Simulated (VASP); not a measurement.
Fe:

```
Fe
1.0
     0.00000    1.74500    1.74500
     1.74500    0.00000    1.74500
     3.49000    3.49000    0.00000
Fe
2
Direct
  0.00000 0.00000 0.00000
  0.00000 0.00000 0.50000
```

Base run:

```yaml
Program: VASP 6.6.1
Functional: PBE
Potentials_or_basis: VASP PAW PBE potentials, release 64 (Fe)
Cutoff: 520 eV
k_mesh: 12 × 12 × 6
Occupations: gaussian, width 0.05 eV
Spin: collinear spin, ferromagnetic start
Starting_moments: "[0.4, 0.4] μB"
```

Its results: pressure -10.1 GPa; net moment 0.05 μB per cell; site moments Fe +0.03 μB.

Question: The run is repeated on the same cell with these changes: further incar settings from ALGO = Normal; EDIFF = 1e-07; NBANDS = 19 to ALGO = Normal; EDIFF = 1e-06; NBANDS = 19; moments at the start from [0.4, 0.4] to [4.0, 4.0]. What comes out?

Answer: Pressure 0.3 GPa; net moment 2.43 μB per cell; site moments Fe +1.20 μB.

Caveats: the moment fell far below its start of 4 μB, so a state of higher moment may lie lower in energy (some runs).
